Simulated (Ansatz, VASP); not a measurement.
# Two plane-wave programs on Bi

```
CELL_PARAMETERS angstrom
3.42240 0.00000 0.00000
-1.71120 2.96389 0.00000
0.00000 0.00000 11.41198
ATOMIC_POSITIONS crystal
Bi 0.00000 0.00000 0.00000
Bi 0.00000 0.00000 0.50000
Bi 0.33333 0.66667 0.25000
Bi 0.66667 0.33333 0.75000
```

Alike in both runs: task single point; functional PBEsol; k mesh 12 × 12 × 3; occupations fermi-dirac, width 0.1 eV; no spin polarisation.

```csv
,VASP,Ansatz
version,VASP 6.6.1,Ansatz 0.2.0
potentials or method,"VASP PAW PBE potentials, release 64 (Bi_d), cutoff 520 eV","plane waves (420 eV) with PAW, scalar-relativistic"
valence electrons in the cell,60,60
```

|  | VASP | Ansatz | Ansatz less VASP |
| --- | --- | --- | --- |
| pressure (GPa) | 2.4 | 2.5 | +0.07 |
| traceless stress, the component that is largest in VASP (GPa) | 0.12 | 0.13 | +0.002 |

VASP's potentials were made for PBE, not for PBEsol, and Ansatz warns of the same on its side. With one functional, cell and mesh, what is left measures potentials, basis and numerics.

Neither program's run includes spin-orbit coupling.
